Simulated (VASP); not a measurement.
The system is Sn2TeS.

```
Sn Te S
1.0
     4.65260    0.00000    0.00000
    -2.32630    4.02927    0.00000
     0.00000    0.00000    5.89142
Sn Te S
2 1 1
Direct
  0.00000 0.00000 0.25019
  0.00000 0.00000 0.74981
  0.33333 0.66667 0.00000
  0.66667 0.33333 0.50000
```

The cell was built from a structure type or drawn by symmetry, and may not be a known phase.

```yaml
Program: VASP 6.6.1
Task: relaxation of cell and atoms
Functional: PBE
Potentials_or_basis: VASP PAW PBE potentials, release 64 (Sn_d, Te, S)
Cutoff: 600 eV
k_mesh: 6 × 6 × 4
Occupations: gaussian, width 0.1 eV
Spin: no spin polarisation
```

At the start: pressure 4.9 GPa; volume 27.61 Å³/atom.

Task: How do energy, volume and symmetry change on relaxing?

Result: Over 10 steps the energy falls by 258.0 meV/atom and the volume is 29.25 Å³/atom (+5.9 %); space group P-6m2 (No. 187, to 0.1 Å) before and after.

Step by step:
```tsv
step	energy change (eV)	largest force (eV/Å)	pressure (GPa)	volume (Å³)
1	0.0000	1.2844	4.91	110.44
2	-0.4828	0.5065	-1.49	124.31
3	-0.5055	0.3970	-2.54	127.75
4	-0.8228	0.2436	-1.42	123.23
5	-1.0023	0.2214	0.36	117.28
6	-1.0051	0.3369	0.76	116.07
7	-1.0227	0.2581	-0.35	118.40
8	-1.0227	0.2560	-0.38	118.47
9	-1.0310	0.0982	-0.05	117.48
10	-1.0320	0.0217	0.13	117.00
```

Final structure:
```
CELL_PARAMETERS angstrom
4.24341 0.00000 0.00000
-2.12170 3.67490 0.00000
0.00000 0.00000 7.50297
ATOMIC_POSITIONS crystal
Sn 0.00000 0.00000 0.27202
Sn 0.00000 0.00000 0.72798
Te 0.33333 0.66667 0.00000
S 0.66667 0.33333 0.50000
```

Caveat: a cell axis changed by over 15 % at a fixed basis, so the end point is rough.
